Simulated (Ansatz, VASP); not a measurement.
## One calculation of Ta, two programs

Contents of INCAR:

```
SYSTEM = Ta
PREC = Accurate
ENCUT = 520
EDIFF = 1E-7
ISMEAR = 0
SIGMA = 0.1
LREAL = .False.
LASPH = .True.
NELM = 80
ALGO = Fast
ISIF = 2
LWAVE = .False.
LCHARG = .False.
GGA = PE
NBANDS = 18
```

File KPOINTS:

```
regular mesh
0
Gamma
  6 6 6
  0 0 0
```

Contents of POSCAR:

```
Ta
1.0
    1.3945166662     -4.0600299034      0.0000000000
    1.3945166662      4.0600299034      0.0000000000
   -0.1184280423      0.0000000000      3.3576593508
Ta
2
Direct
    0.8690000000      0.1310000000      0.2500000000
    0.1310000000      0.8690000000      0.7500000000
```

Input for Ansatz:

```yaml
crystal:
  lattice:
    - [1.3945166662, -4.0600299034, 0.0]
    - [1.3945166662, 4.0600299034, 0.0]
    - [-0.1184280423, 0.0, 3.3576593508]
  atoms:
    - { symbol: Ta, position: [0.869, 0.131, 0.25] }
    - { symbol: Ta, position: [0.131, 0.869, 0.75] }
basis:
  ecutwfc: 420
kpoints:
  mp_grid: { grid: [6, 6, 6] }
hamiltonian:
  xc: pbe
scf:
  occupations: { method: gaussian, width: 0.1 }
  lower_state_search: "off"
output:
  forces: true
  stress: true
  eigenvalues: true
```

Alike in both runs: task single point; functional PBE; k mesh 6 × 6 × 6; occupations gaussian, width 0.1 eV; no spin polarisation.

```csv
,VASP,Ansatz
version,VASP 6.6.1,Ansatz 0.2.0
potentials or method,"VASP PAW PBE potentials, release 64 (Ta_pv), cutoff 520 eV","scalar-relativistic, plane waves, PAW"
valence electrons in the cell,22,26
```

VASP gave:

```
gap on the k mesh at the Fermi level (eV)                     : none
pressure (GPa)                                                : 4.7
traceless stress, the component that is largest in VASP (GPa) : 5.93
rms of the force components (eV/Å)                            : 0.479
```

Q: What did Ansatz give for the same quantities?

A: gap on the k mesh at the Fermi level (eV): none; pressure (GPa): 4.6; traceless stress, the component that is largest in VASP (GPa): 5.94; rms of the force components (eV/Å): 0.476.

Atom by atom the forces differ by 0.003 eV/Å (rms over components). A gap of «none» marks a metal or a gap that the smearing closes. VASP's potentials hold 22 valence electrons a cell and Ansatz's 26, so a difference there can come from the potentials and not from the codes.

The k mesh is coarse, so the values compare programs but aren't converged. Neither program's run includes spin-orbit coupling.
